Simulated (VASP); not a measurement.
Runs of VASP 6.6.1 on AlRu. The structure is that of space group Pm-3m (No. 221), or close to it. The cells are those of the table. 

```tsv
task	cell	k mesh	cutoff (eV)	gap on the mesh (eV)	pressure (GPa)
single point	a = 2.982 Å, 2 atoms	6 × 6 × 6	520	none	-1.4
single point	a = 2.976 Å, 2 atoms	14 × 14 × 14	520	none	0.0
single point	a = 3.021, b = 2.965, c = 2.965 Å, 2 atoms	18 × 18 × 18	520	none	-1.6
single point	a = 3.021, b = 2.962, c = 2.962 Å, 2 atoms	18 × 18 × 18	520	none	-1.2
single point	a = 2.932, b = 2.990, c = 2.990 Å, 2 atoms	18 × 18 × 18	520	none	1.2
single point	a = 2.842, b = 3.010, c = 3.010 Å, 2 atoms	18 × 18 × 18	520	none	(b)
single point	a = 2.976 Å, 2 atoms	18 × 18 × 18	520	none	0.0
single point	a = 2.887, b = 3.005, c = 3.005 Å, 2 atoms	18 × 18 × 18	520	none	(a)
single point	a = 2.842, b = 3.021, c = 3.021 Å, 2 atoms	18 × 18 × 18	520	none	4.3
single point	a = 2.932, b = 2.987, c = 2.987 Å, 2 atoms	18 × 18 × 18	520	none	1.7
relaxation of cell and atoms	relaxed from a = 2.982 Å, 2 atoms	14 × 14 × 14	600	none	0.0
```

Alike in all rows: level PBEsol; potentials or basis VASP PAW PBE potentials, release 64 (Al, Ru_pv); no spin polarisation; smearing gaussian 0.1 eV.

Question: Estimate the missing entries.

Answer: (a) 2.7; (b) 6.0.

Caveats: the PAW data sets were made with another functional, which shifts forces and pressure a little.

A k mesh can miss the band edges, and the runs leave out spin-orbit coupling on Ru.

A gap of «none» marks levels without a gap at the run's occupations.
